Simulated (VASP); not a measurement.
**Na: relaxation of cell and atoms with PBE**

The system is Na.

```xyz
2
Lattice="3.3415 0.0000 0.0000 -1.6708 2.8939 0.0000 0.0000 0.0000 5.4133" Properties=species:S:1:pos:R:3 pbc="T T T"
Na    0.0000    1.9292    1.3533
Na    1.6708    0.9646    4.0600
```

```yaml
Program: VASP 6.6.1
Task: relaxation of cell and atoms
Functional: PBE
Potentials_or_basis: VASP PAW PBE potentials, release 64 (Na_pv)
Cutoff: 600 eV
k_mesh: 13 × 13 × 7
Occupations: fermi-dirac, width 0.1 eV
Spin: no spin polarisation
Target_pressure: 5.1 GPa
Dipole_correction: no
Further_INCAR_settings: ALGO = Normal; EDIFF = 1e-06; IBRION = 2; EDIFFG = -0.005; NSW = 60; ISIF = 3
```

| Property | Result |
| --- | --- |
| Relaxed volume | 26.23 Å³/atom |
| Relaxed cell | a = 3.326 Å, b = 3.326 Å, c = 5.477 Å, α = 90.00°, β = 90.00°, γ = 120.00° |
| Space group after relaxing (to 0.05 Å) | P6_3/mmc (No. 194) |
| Energy change on relaxing (the enthalpy is what falls) | -2.1 meV/atom |
| Ionic steps | 10 |
| Pressure after relaxing | 5.1 GPa |
| Band gap on the k mesh | zero (band 7 reaches 3.29 eV, above the bottom of band 8 at -0.86 eV) |

The path:
```
step  energy change (eV)  largest force (eV/Å)  pressure (GPa)  volume (Å³)
   1              0.0000                0.0000            5.07        52.35
   2              0.0009                0.0000            5.18        52.31
   3              0.0040                0.0000            5.20        52.21
   4              0.0109                0.0000            5.31        52.00
   5              0.0058                0.0000            5.26        52.15
   6              0.0020                0.0000            5.19        52.27
   7             -0.0015                0.0000            5.14        52.37
   8             -0.0018                0.0000            5.14        52.38
   9             -0.0025                0.0000            5.12        52.41
  10             -0.0042                0.0000            5.10        52.46
```

Final structure:
```cif
data_structure
_symmetry_space_group_name_H-M 'P 1'
_symmetry_Int_Tables_number 1
_cell_length_a 3.3258
_cell_length_b 3.3258
_cell_length_c 5.4766
_cell_angle_alpha 90.000
_cell_angle_beta 90.000
_cell_angle_gamma 120.000
_cell_volume 52.46
loop_
_atom_site_label
_atom_site_type_symbol
_atom_site_fract_x
_atom_site_fract_y
_atom_site_fract_z
_atom_site_occupancy
Na1 Na 0.33333 0.66667 0.25000 1
Na2 Na 0.66667 0.33333 0.75000 1
```

Levels at points of the mesh, in eV from the Fermi level:
```csv
k point,band 4,band 5,band 6,band 7,band 8,band 9,band 10,band 11
"(0.00, 0.00, 0.00)",-24.74,-24.74,-24.74,-4.10,0.54,1.28,12.13,12.13
```

Wall time 2.9 min on 1 thread of Intel(R) Xeon(R) Platinum 8259CL CPU @ 2.50GHz (Skylake/Cascade Lake), with other jobs on the host, peak memory 0.2 GiB.

Caveat: the cell is relaxed towards a set pressure, so the enthalpy falls and the energy may rise.
